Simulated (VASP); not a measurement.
# BaTiO3 (Pm-3m) in VASP: notebook

The runs below take BaTiO3 through single point, with PBE+U.

Program: VASP 6.6.1. These are calculated values, not measurements. Logs are shortened: lines on timing, memory, paths and dates and some standing lists are left out, and cuts for length are marked.

### Step 1. The cell of the first run

The structure is cubic, space group Pm-3m (No. 221). Conventional cell: a = 4.006 Å, b = 4.006 Å, c = 4.006 Å, α = 90.00°, β = 90.00°, γ = 90.00°. Ba (site symmetry m-3m) has 12 O at 2.83 Å and 8 Ti at 3.47 Å within 3.7 Å. Within 2.7 Å of Ti (site symmetry m-3m) lie 6 O at 2.00 Å. Within 2.7 Å of O (site symmetry 4/mmm) lie 2 Ti at 2.00 Å.

### Step 2. Single point, PBE+U

The input, INCAR:

```
SYSTEM = BaTiO3
PREC = Accurate ; ENCUT = 520
EDIFF = 1E-6 ; ISMEAR = 0
SIGMA = 0.01 ; LREAL = .FALSE.
LASPH = .TRUE. ; NELM = 150
ALGO = Normal ; ISIF = 2
LWAVE = .FALSE. ; LCHARG = .FALSE.
LMAXMIX = 4 ; LDAU = .TRUE.
LDAUTYPE = 2 ; LDAUL = -1 2 -1
LDAUU = 0 2 0 ; LDAUJ = 0 0 0
LDAUPRINT = 1 ; GGA = PE
NBANDS = 28
```

The input, KPOINTS:

```
regular mesh
0
G
  4 4 4
  0 0 0
```

The input, POSCAR:

```
BaTiO3
1.0
    4.0060000000      0.0000000000      0.0000000000
    0.0000000000      4.0060000000      0.0000000000
    0.0000000000      0.0000000000      4.0060000000
Ba Ti O
1 1 3
Direct
    0.5000000000      0.5000000000      0.5000000000
    0.0000000000      0.0000000000      0.0000000000
    0.5000000000      0.0000000000      0.0000000000
    0.0000000000      0.5000000000      0.0000000000
    0.0000000000      0.0000000000      0.5000000000
```

Potentials or basis: VASP PAW PBE potentials, release 64 (Ba_sv, Ti_sv, O).

Run with:

```console
$ cat potpaw_PBE.64/Ba_sv/POTCAR potpaw_PBE.64/Ti_sv/POTCAR potpaw_PBE.64/O/POTCAR > POTCAR
$ mpirun -np 1 vasp_std > vasp.out
```

OUTCAR:

```text
SYSTEM = BaTiO3
   PREC = Accurate
   ENCUT = 520
   EDIFF = 1E-6
   ISMEAR = 0
   LREAL = .FALSE.
   LASPH = .TRUE.
   NELM = 150
   ISIF = 2
   GGA = PE

 ion  position               nearest neighbor table
   1  0.500  0.500  0.500-   3 2.83   4 2.83   5 2.83   3 2.83   4 2.83   3 2.83   5 2.83   3 2.83
                             4 2.83   5 2.83   4 2.83   5 2.83   2 3.47   2 3.47   2 3.47   2 3.47
   2  0.000  0.000  0.000-   3 2.00   4 2.00   5 2.00   5 2.00   4 2.00   3 2.00   1 3.47   1 3.47
                             1 3.47   1 3.47   1 3.47   1 3.47   1 3.47   1 3.47
   3  0.500  0.000  0.000-   2 2.00   2 2.00   1 2.83   1 2.83   1 2.83   1 2.83
   4  0.000  0.500  0.000-   2 2.00   2 2.00   1 2.83   1 2.83   1 2.83   1 2.83
   5  0.000  0.000  0.500-   2 2.00   2 2.00   1 2.83   1 2.83   1 2.83   1 2.83

  LATTYP: Found a simple cubic cell.
 ALAT       =     4.0060000000

  Lattice vectors:

 A1 = (   4.0060000000,   0.0000000000,   0.0000000000)
 A2 = (   0.0000000000,   4.0060000000,   0.0000000000)
 A3 = (   0.0000000000,   0.0000000000,   4.0060000000)

Analysis of symmetry for initial positions (statically):
=====================================================================
 Subroutine PRICEL returns:
 Original cell was already a primitive cell.

 Routine SETGRP: Setting up the symmetry group for a
 simple cubic supercell.

 Subroutine GETGRP returns: Found 48 space group operations
 (whereof 48 operations were pure point group operations)
 out of a pool of 48 trial point group operations.

The static configuration has the point symmetry O_h .

Analysis of symmetry for dynamics (positions and initial velocities):
=====================================================================
 Subroutine PRICEL returns:
 Original cell was already a primitive cell.

 Routine SETGRP: Setting up the symmetry group for a
 simple cubic supercell.

 Subroutine GETGRP returns: Found 48 space group operations
 (whereof 48 operations were pure point group operations)
 out of a pool of 48 trial point group operations.

The dynamic configuration has the point symmetry O_h .

 Subroutine INISYM returns: Found 48 space group operations
 (whereof 48 operations are pure point group operations),
 and found     1 'primitive' translations

----------------------------------------------------------------------------------------

                                     Primitive cell

  volume of cell :      64.2884

  direct lattice vectors                    reciprocal lattice vectors
     4.006000000  0.000000000  0.000000000     0.249625562  0.000000000  0.000000000
     0.000000000  4.006000000  0.000000000     0.000000000  0.249625562  0.000000000
     0.000000000  0.000000000  4.006000000     0.000000000  0.000000000  0.249625562

  length of vectors
     4.006000000  4.006000000  4.006000000     0.249625562  0.249625562  0.249625562

  position of ions in fractional coordinates (direct lattice)
     0.500000000  0.500000000  0.500000000
     0.000000000  0.000000000  0.000000000
     0.500000000  0.000000000  0.000000000
     0.000000000  0.500000000  0.000000000
     0.000000000  0.000000000  0.500000000

  ion indices of the primitive-cell ions
   primitive index   ion index
                 1           1
                 2           2
                 3           3
                 4           4
                 5           5

----------------------------------------------------------------------------------------

 KPOINTS: regular mesh

Automatic generation of k-mesh.
 Grid dimensions read from file:
 generate k-points for:    4    4    4

 Generating k-lattice:

[... 36 lines left out ...]
 SYSTEM =  BaTiO3
   PREC   = accura    normal or accurate (medium, high low for compatibility)
   ISTART =      0    job   : 0-new  1-cont  2-samecut
   ICHARG =      2    charge: 1-file 2-atom 10-const
   ISPIN  =      1    spin polarized calculation?
   LNONCOLLINEAR =      F non collinear calculations
   LSORBIT =      F    spin-orbit coupling
   LASPH  =      T    aspherical Exc in radial PAW
   ENCUT  =  520.0 eV  38.22 Ry    6.18 a.u.   7.45  7.45  7.45*2*pi/ulx,y,z
   NELM   =    150;   NELMIN=  2; NELMDL= -5     # of ELM steps
   EDIFF  = 0.1E-05   stopping-criterion for ELM
   LREAL  =      F    real-space projection
   EDIFFG = 0.1E-04   stopping-criterion for IOM
   NSW    =      0    number of steps for IOM
   IBRION =     -1    ionic relax: 0-MD 1-quasi-New 2-CG
   NFREE  =      0    steps in history (QN), initial steepest desc. (CG)
   ISIF   =      2    stress and relaxation
   ISYM   =      2    0-nonsym 1-usesym 2-fastsym
   POTIM  = 0.5000    time-step for ionic-motion
   TEBEG  =    0.0;   TEEND  =   0.0 temperature during run
   PSTRESS=    0.0 pullay stress
   NELECT =      40.0000    total number of electrons
   NUPDOWN=      -1.0000    fix difference up-down
   EMIN   =  10.00;   EMAX   =-10.00  energy-range for DOS
   EFERMI =   0.00;   METHOD = LEGACY
   ISMEAR =     0;   SIGMA  =   0.01  broadening in eV -4-tet -1-fermi 0-gaus
   EFERMI_NEDOS =   21; number of points for ismear=-14 and -15
   IALGO  =     38    algorithm
   IMIX   =      4    mixing-type and parameters
     AMIX     =   0.40;   BMIX     =  1.00
     AMIX_MAG =   1.60;   BMIX_MAG =  1.00
  volume/ion in A,a.u.               =      12.86        86.77
  Fermi-wavevector in a.u.,A,eV,Ry     =   1.397603  2.641087 26.576187  1.953295
  Thomas-Fermi vector in A             =   2.520843
   LORBIT       =      0    0 simple, 1 ext, 2 COOP (PROOUT), +10 PAW based schemes
 LDA+U is selected, type is set to LDAUTYPE =  2
   angular momentum for each species LDAUL =    -1    2   -1
   U (eV)           for each species LDAUU =   0.0  2.0  0.0
   J (eV)           for each species LDAUJ =   0.0  0.0  0.0
   GGA     = PE    functional components
   LHFCALC =     F    Hartree Fock is set to
   AEXX    =    0.0000 exact exchange contribution
   IVDW    =     0    specifies the selected vdW correction
   LEPSILON=     F    determine dielectric tensor
   LRPA    =     F    only Hartree local field effects (RPA)
 non-spin polarized calculation
 Gauss-broadening in eV      SIGMA  =   0.01
  energy-cutoff  :      520.00
  volume of cell :       64.29
 maximum number of plane-waves:      1750
 NGX is ok and might be reduce to    30
   NGX = 15   NGY = 15   NGZ = 15

atom =   2  type =  2  l = 2

 onsite density matrix

spin component  1

  0.1138 -0.0000  0.0000  0.0000  0.0000
 -0.0000  0.1138  0.0000  0.0000 -0.0000
  0.0000  0.0000  0.2400  0.0000 -0.0000
  0.0000  0.0000  0.0000  0.1138  0.0000
  0.0000 -0.0000 -0.0000  0.0000  0.2400

spin component  2

  0.1138 -0.0000  0.0000  0.0000  0.0000
 -0.0000  0.1138  0.0000  0.0000 -0.0000
  0.0000  0.0000  0.2400  0.0000 -0.0000
  0.0000  0.0000  0.0000  0.1138  0.0000
  0.0000 -0.0000 -0.0000  0.0000  0.2400

 occupancies and eigenvectors

  o =  0.1138  v =  1.0000  0.0000  0.0000  0.0000  0.0000  0.0000  0.0000  0.0000  0.0000  0.0000      0.0000  0.0000  0.0000  0.0000  0.0000  0.0000  0.0000  0.0000  0.0000  0.0000
  o =  0.1138  v =  0.0000  0.0000  0.0000  0.0000  0.0000  1.0000  0.0000  0.0000  0.0000  0.0000      0.0000  0.0000  0.0000  0.0000  0.0000  0.0000  0.0000  0.0000  0.0000  0.0000
  o =  0.1138  v =  0.0000  0.0246  0.0000 -0.9997 -0.0000  0.0000  0.0000  0.0000  0.0000  0.0000      0.0000  0.0000  0.0000  0.0000  0.0000  0.0000  0.0000  0.0000  0.0000  0.0000
  o =  0.1138  v =  0.0000  0.0000  0.0000  0.0000  0.0000  0.0000  0.0246  0.0000 -0.9997 -0.0000      0.0000  0.0000  0.0000  0.0000  0.0000  0.0000  0.0000  0.0000  0.0000  0.0000
  o =  0.1138  v =  0.0000 -0.9997 -0.0000 -0.0246  0.0000  0.0000  0.0000  0.0000  0.0000  0.0000      0.0000  0.0000  0.0000  0.0000  0.0000  0.0000  0.0000  0.0000  0.0000  0.0000
  o =  0.1138  v =  0.0000  0.0000  0.0000  0.0000  0.0000  0.0000 -0.9997 -0.0000 -0.0246  0.0000      0.0000  0.0000  0.0000  0.0000  0.0000  0.0000  0.0000  0.0000  0.0000  0.0000
  o =  0.2400  v =  0.0000  0.0000  0.0000  0.0000  0.0000  0.0000  0.0000 -1.0000 -0.0000 -0.0024      0.0000  0.0000  0.0000  0.0000  0.0000  0.0000  0.0000  0.0000  0.0000  0.0000
  o =  0.2400  v =  0.0000  0.0000 -1.0000 -0.0000 -0.0024  0.0000  0.0000  0.0000  0.0000  0.0000      0.0000  0.0000  0.0000  0.0000  0.0000  0.0000  0.0000  0.0000  0.0000  0.0000
  o =  0.2400  v =  0.0000  0.0000 -0.0024 -0.0000  1.0000  0.0000  0.0000  0.0000  0.0000  0.0000      0.0000  0.0000  0.0000  0.0000  0.0000  0.0000  0.0000  0.0000  0.0000  0.0000
  o =  0.2400  v =  0.0000  0.0000  0.0000  0.0000  0.0000  0.0000  0.0000 -0.0024 -0.0000  1.0000      0.0000  0.0000  0.0000  0.0000  0.0000  0.0000  0.0000  0.0000  0.0000  0.0000

 number of electron      39.9999976 magnetization

 Free energy of the ion-electron system (eV)
  ---------------------------------------------------
  ext. energy  EPLUGINS =         0.00000000
  ---------------------------------------------------
  free energy    TOTEN  =       -38.59201825 eV

  energy without entropy =      -38.59201825  energy(sigma->0) =      -38.59201825

 E-fermi :   3.9319     XC(G=0): -11.2502

 val. band max:        3.8872389061   @ k =   0.5000   0.5000   0.5000
 cond. band min:       5.8326195051   @ k =   0.0000   0.0000   0.0000
 fundamental gap:      1.9453805990
 Fermi energy:         3.9318967538

 k-point     1 :       0.0000    0.0000    0.0000
  band No.  band energies     occupation
      1     -53.3322      2.00000
      2     -29.5156      2.00000
      3     -29.5156      2.00000
      4     -29.5156      2.00000
      5     -20.9377      2.00000
      6     -13.0308      2.00000
[... 299 lines left out ...]
     27      11.4964      0.00000
     28      11.4964      0.00000

------------------------ aborting loop because EDIFF is reached ----------------------------------------

  FORCE on cell =-STRESS in cart. coord.  units (eV):
  Direction    XX          YY          ZZ          XY          YZ          ZX
  --------------------------------------------------------------------------------------
  -------------------------------------------------------------------------------------
  Total        2.0207643      2.0207643      2.0207643     -0.0000000      0.0000000     -0.0000000
  in kB       50.3608919     50.3608919     50.3608919     -0.0000000      0.0000000     -0.0000000
  external PRESSURE =      50.3608919 kB  Pullay stress =       0.0000000 kB

 VOLUME and BASIS-vectors are now :
 -----------------------------------------------------------------------------
  energy-cutoff  :      520.00
  volume of cell :       64.29
      direct lattice vectors                 reciprocal lattice vectors
     4.006000000  0.000000000  0.000000000     0.249625562  0.000000000  0.000000000
     0.000000000  4.006000000  0.000000000     0.000000000  0.249625562  0.000000000
     0.000000000  0.000000000  4.006000000     0.000000000  0.000000000  0.249625562

 POSITION                                       TOTAL-FORCE (eV/Angst)
 -----------------------------------------------------------------------------------
      2.00300      2.00300      2.00300         0.000000      0.000000      0.000000
      0.00000      0.00000      0.00000         0.000000      0.000000      0.000000
      2.00300      0.00000      0.00000         0.000000      0.000000      0.000000
      0.00000      2.00300      0.00000         0.000000      0.000000      0.000000
      0.00000      0.00000      2.00300         0.000000      0.000000      0.000000
 -----------------------------------------------------------------------------------
    total drift:                                0.000000     -0.000000      0.000000

  FREE ENERGIE OF THE ION-ELECTRON SYSTEM (eV)
  ---------------------------------------------------
  free  energy   TOTEN  =       -38.5920182452 eV

  energy  without entropy=      -38.5920182452  energy(sigma->0) =      -38.59201825
```

Run time: 20 s. Hardware: 1 thread of Intel Xeon Platinum 8488C (Sapphire Rapids), shared host; peak memory 0.17 GiB.

What came out:

| Property | Result |
| --- | --- |
| Free energy | -38.5920 eV |
| Pressure | 5.0 GPa |
| Band gap on the k mesh | 1.95 eV, indirect (least direct gap 2.12 eV) |

Levels at points of the mesh, in eV from the valence-band top:
```
           k point  band 18  band 19  band 20  band 21  band 22  band 23
(0.00, 0.00, 0.00)    -0.17    -0.17    -0.17     1.95     1.95     1.95
(0.50, 0.00, 0.00)    -1.79    -0.75    -0.75     2.11     3.66     3.66
(0.50, 0.50, 0.00)    -0.88    -0.88    -0.09     3.67     3.67     4.09
(0.50, 0.50, 0.50)     0.00     0.00     0.00     4.33     4.33     4.33
```

Eigenvalues of the final occupation matrices:
```csv
site,spin,trace,eigenvalues
site 2 d,1,0.82,0.11 0.11 0.11 0.24 0.24
site 2 d,2,0.82,0.11 0.11 0.11 0.24 0.24
```

Caveat: spin-orbit coupling is left out, which moves the levels of the heavy elements.

(Continued in part 2 of 2.)
